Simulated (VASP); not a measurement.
Wanted: the native input for a VASP 6.6.1 run.

| Item | Value |
| --- | --- |
| Task | single point |
| Functional | LDA |
| Potentials or basis | VASP PAW LDA potentials, release 64 (Ca_sv, Se) |
| Cutoff | 520 eV |
| k mesh | 8 × 8 × 8 |
| Occupations | gaussian, width 0.02 eV |
| Spin | no spin polarisation |
| Dipole correction | no |
| Further INCAR settings | ALGO = Normal; EDIFF = 1e-06; NBANDS = 15 |

The structure of CaSe lies in POSCAR:

```
CaSe
1.0
    0.0000000000      2.8956489101      2.8956489101
    2.8956489101      0.0000000000      2.8956489101
    2.8956489101      2.8956489101      0.0000000000
Ca Se
1 1
Direct
    0.0000000000      0.0000000000      0.0000000000
    0.5000000000      0.5000000000      0.5000000000
```

One way to write it, as run:

INCAR

```
SYSTEM = CaSe
PREC = Accurate ; ENCUT = 520
EDIFF = 1E-6 ; ISMEAR = 0
SIGMA = 0.02 ; LREAL = .FALSE.
LASPH = .TRUE. ; NELM = 60
ALGO = Normal ; ISIF = 2
LWAVE = .FALSE. ; LCHARG = .FALSE.
GGA = CA ; NBANDS = 15
```

KPOINTS

```
Automatic mesh
0
G
  8 8 8
  0 0 0
```

Potentials or basis: VASP PAW LDA potentials, release 64 (Ca_sv, Se).

The run is started by

```bash
$ cat potpaw_LDA.64/Ca_sv/POTCAR potpaw_LDA.64/Se/POTCAR > POTCAR
$ mpirun -np 1 vasp_std > vasp.out
```

Results of the run:

```yaml
Pressure: 0.3 GPa
Band_gap_on_the_k_mesh: 1.70 eV, indirect (least direct gap 2.70 eV)
```

Wall time 11 s on 1 thread of AMD EPYC 7R13 Processor (Zen 3), with other jobs on the host, peak memory 0.13 GiB.
